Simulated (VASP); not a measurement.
The system is AlSe.

```
Al Se
1.0
     2.94331    0.00000    0.00000
    -1.47165    2.54898    0.00000
     0.00000    0.00000    5.18564
Al Se
1 1
Direct
  0.00000 0.00000 0.00000
  0.00000 0.00000 0.50000
```

```yaml
Program: VASP 6.6.1
Task: relaxation of cell and atoms
Functional: PBE
Potentials_or_basis: VASP PAW PBE potentials, release 64 (Al, Se)
Cutoff: 600 eV
k_mesh: 24 × 24 × 12
Occupations: gaussian, width 0.1 eV
Spin: no spin polarisation
```

At the start: pressure 0.8 GPa; volume 19.45 Å³/atom.

Q: Where does the relaxation end?

A: Over 4 steps the energy falls by 5.1 meV/atom and the volume is 19.66 Å³/atom (+1.1 %); space group P6/mmm (No. 191, to 0.05 Å).

Step by step:
```csv
step,energy change (eV),largest force (eV/Å),pressure (GPa),volume (Å³)
1,0.0000,0.0000,0.82,38.90
2,-0.0100,0.0000,-0.19,39.46
3,-0.0101,0.0000,-0.12,39.41
4,-0.0101,0.0000,0.03,39.33
```

Final structure:
```
CELL_PARAMETERS angstrom
2.92931 0.00000 0.00000
-1.46466 2.53686 0.00000
0.00000 0.00000 5.29235
ATOMIC_POSITIONS crystal
Al 0.00000 0.00000 0.00000
Se 0.00000 0.00000 0.50000
```
